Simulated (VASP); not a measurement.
As:

```
As
1.0
     2.70368    0.00000    0.00000
     0.00000    2.70368    0.00000
     0.00000    0.00000    2.70368
As
1
Direct
  0.50000 0.50000 0.50000
```

| Quantity | Value |
| --- | --- |
| Program | VASP 6.6.1 |
| Task | relaxation of cell and atoms |
| Functional | revPBE |
| Dispersion | D4 |
| Potentials or basis | VASP PAW PBE potentials, release 64 (As) |
| Cutoff | 600 eV |
| k mesh | 10 × 10 × 10 |
| Occupations | fermi-dirac, width 0.05 eV |
| Spin | no spin polarisation |

At the start: pressure -3.3 GPa; volume 19.76 Å³/atom.

Question: Where does the relaxation end?

Answer: Over 3 steps the energy falls by 7.9 meV/atom and the volume is 19.03 Å³/atom (-3.7 %); space group Pm-3m (No. 221, to 0.05 Å).

Step by step:
| step | energy change (eV) | largest force (eV/Å) | pressure (GPa) | volume (Å³) |
| --- | --- | --- | --- | --- |
| 1 | 0.0000 | 0.0000 | -3.32 | 19.76 |
| 2 | -0.0050 | 0.0000 | 2.26 | 18.62 |
| 3 | -0.0079 | 0.0000 | 0.01 | 19.03 |

Final structure:
```cif
data_structure
_symmetry_space_group_name_H-M 'P 1'
_symmetry_Int_Tables_number 1
_cell_length_a 2.6698
_cell_length_b 2.6698
_cell_length_c 2.6698
_cell_angle_alpha 90.000
_cell_angle_beta 90.000
_cell_angle_gamma 90.000
_cell_volume 19.03
loop_
_atom_site_label
_atom_site_type_symbol
_atom_site_fract_x
_atom_site_fract_y
_atom_site_fract_z
_atom_site_occupancy
As1 As 0.50000 0.50000 0.50000 1
```

Caveat: the PAW data sets were made with another functional, which shifts forces and pressure a little; pairwise dispersion overbinds metals, which lowers pressure and volume.
